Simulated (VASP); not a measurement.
Wanted: the native input for a VASP 6.6.1 run.

```yaml
Task: single point
Functional: BLYP
Potentials_or_basis: VASP PAW PBE potentials, release 64 (As)
Cutoff: 520 eV
k_mesh: 14 × 14 × 7
Occupations: fermi-dirac, width 0.1 eV
Spin: no spin polarisation
Dipole_correction: no
Further_INCAR_settings: ALGO = Normal; EDIFF = 1e-07; NBANDS = 12
```

The structure of As lies in POSCAR:

```
As
1.0
    2.8912647632      0.0000000000      0.0000000000
   -1.4456323816      2.5039087340      0.0000000000
    0.0000000000      0.0000000000      5.2174000596
As
2
Direct
    0.3333333333      0.6666666667      0.2500000000
    0.6666666667      0.3333333333      0.7500000000
```

This cell differs from its parent crystal: volume scaled by 0.88.

These files were run (other wordings do the same):

INCAR

```
PREC = Accurate ; ENCUT = 520
EDIFF = 1E-7 ; ISMEAR = -1
SIGMA = 0.1 ; LREAL = False
LASPH = True ; NELM = 80
ALGO = Normal ; ISIF = 2
LWAVE = False ; LCHARG = False
GGA = B5 ; ALDAX = 1.0
AGGAX = 1.0 ; AGGAC = 1.0
ALDAC = 0.0 ; NBANDS = 12
```

KPOINTS

```
regular mesh
0
Gamma
  14 14 7
```

Potentials or basis: VASP PAW PBE potentials, release 64 (As).

Launch:

```bash
$ cat potpaw_PBE.64/As/POTCAR > POTCAR
$ mpirun -np 1 vasp_std > vasp.out
```

It gave:

```json
{"Pressure": "10.8 GPa", "Band gap on the k mesh": "zero (band 5 reaches 12.67 eV, above the bottom of band 6 at 3.99 eV)"}
```

Caveat: the PAW data sets were made with another functional, which shifts forces and pressure a little.

It took 73 s on 1 thread of Intel Xeon 6975P-C (shared host), peak memory 0.18 GiB.
